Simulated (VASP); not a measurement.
Runs of VASP 6.6.1 on TiSi2. The structure is that of space group Cmcm (No. 63), or close to it. The cells are those of the table. 

```tsv
task	level	U	cell	k mesh	cutoff (eV)	smearing	k mesh for the DOS	occupations for the DOS	gap on the mesh (eV)	pressure (GPa)	largest force (eV/Å)
single point	PBE	-	a = 6.939, b = 6.939, c = 3.541 Å, angles 90.0, 90.0, 150.7°, 6 atoms	8 × 8 × 8	520	fermi-dirac 0.05 eV	-	-	none	4.9	0.25
single point	PBEsol	-	a = 6.986, b = 6.986, c = 3.565 Å, angles 90.0, 90.0, 150.7°, 6 atoms	5 × 5 × 5	500	fermi-dirac 0.03 eV	-	-	none	-2.1	0.21
single point	PBEsol+U	Ti d U = 2.0 eV	a = 6.986, b = 6.986, c = 3.565 Å, angles 90.0, 90.0, 150.7°, 6 atoms	8 × 8 × 8	520	fermi-dirac 0.05 eV	-	-	none	0.4	0.20
single point	PBE	-	a = 6.846, b = 6.846, c = 3.565 Å, angles 90.0, 90.0, 150.7°, 6 atoms	7 × 7 × 6	520	fermi-dirac 0.05 eV	-	-	none	7.8	(a)
single point	r2SCAN	-	a = 7.123, b = 7.123, c = 3.635 Å, angles 90.0, 90.0, 150.7°, 6 atoms	8 × 8 × 8	520	fermi-dirac 0.05 eV	-	-	none	-7.4	0.18
single point	PBE	-	a = 7.078, b = 7.078, c = 3.612 Å, angles 90.0, 90.0, 150.7°, 6 atoms	8 × 8 × 8	520	fermi-dirac 0.05 eV	-	-	none	-3.4	(c)
single point	PBE	-	a = 6.986, b = 6.986, c = 3.565 Å, angles 90.0, 90.0, 150.7°, 6 atoms	8 × 8 × 8	520	fermi-dirac 0.05 eV	-	-	none	(b)	0.18
single point	r2SCAN	-	a = 6.939, b = 6.939, c = 3.541 Å, angles 90.0, 90.0, 150.7°, 6 atoms	8 × 8 × 8	520	fermi-dirac 0.05 eV	-	-	none	3.2	(d)
single point	PBE	-	a = 6.916, b = 6.916, c = 3.565 Å, angles 90.0, 90.0, 150.7°, 6 atoms	7 × 7 × 6	520	fermi-dirac 0.05 eV	-	-	none	4.7	0.25
```

Alike in all rows: potentials or basis VASP PAW PBE potentials, release 64 (Ti_sv, Si); no spin polarisation.

Q: Fill in the values left out.

A: (a) 0.31; (b) 1.8; (c) 0.10; (d) 0.08.

Caveats: some runs use coarse meshes; the PAW data sets were made with another functional, which shifts forces and pressure a little (some runs); U without spin polarisation on a metal has little footing (some runs); the U is typed as a test and isn't derived for this compound (some runs).

A gap of «none» marks levels without a gap at the run's occupations.
